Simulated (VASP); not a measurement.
Here is a VASP 6.6.1 calculation.

INCAR

```
SYSTEM = SrFeO4
PREC = Accurate
ENCUT = 600
EDIFF = 1E-6
ISMEAR = 0
SIGMA = 0.1
LREAL = .FALSE.
LASPH = .TRUE.
NELM = 150
ALGO = Normal
ISIF = 3
LWAVE = .FALSE.
LCHARG = .FALSE.
ISPIN = 2
MAGMOM = 0 4 0 0 0 0
LORBIT = 11
LMAXMIX = 4
GGA = PE
IBRION = 2
NSW = 90
EDIFFG = -0.04
```

The input KPOINTS:

```
Automatic mesh
0
G
  6 6 4
  0 0 0
```

POSCAR

```
SrFeO4
1.0
    4.2709150000      0.0000000000      0.0000000000
   -2.1354575000      3.6987208900      0.0000000000
    0.0000000000      0.0000000000      5.2031753800
Sr Fe O
1 1 4
Direct
    0.0000000000      0.0000000000      0.0000000000
    0.0000000000      0.0000000000      0.5000000000
    0.3333333300      0.6666666700      0.2571785000
    0.3333333300      0.6666666700      0.7428215000
    0.6666666700      0.3333333300      0.7428215000
    0.6666666700      0.3333333300      0.2571785000
```

Potentials or basis: VASP PAW PBE potentials, release 64 (Sr_sv, Fe, O).

The run is started by

```console
$ cat potpaw_PBE.64/Sr_sv/POTCAR potpaw_PBE.64/Fe/POTCAR potpaw_PBE.64/O/POTCAR > POTCAR
$ mpirun -np 1 vasp_std > vasp.out
```

Problem. Estimate the site moments.

Solution. Sr +0.00; Fe +0.15; O -0.00 μB.

Problem. What does it give for the space group after relaxing (to 0.1 Å)?

Solution. P6/mmm (No. 191).

Problem. Predict the net moment.

Solution. 0.13 μB per cell.

Final structure:
```xyz
6
Lattice="3.5509 0.0000 0.0000 -1.7755 3.0752 0.0000 0.0000 0.0000 5.8864" Properties=species:S:1:pos:R:3 pbc="T T T"
Sr    0.0000    0.0000    0.0000
Fe    0.0000    0.0000    2.9432
O     0.0000    2.0501    1.7294
O     0.0000    2.0501    4.1570
O     1.7755    1.0251    4.1570
O     1.7755    1.0251    1.7294
```
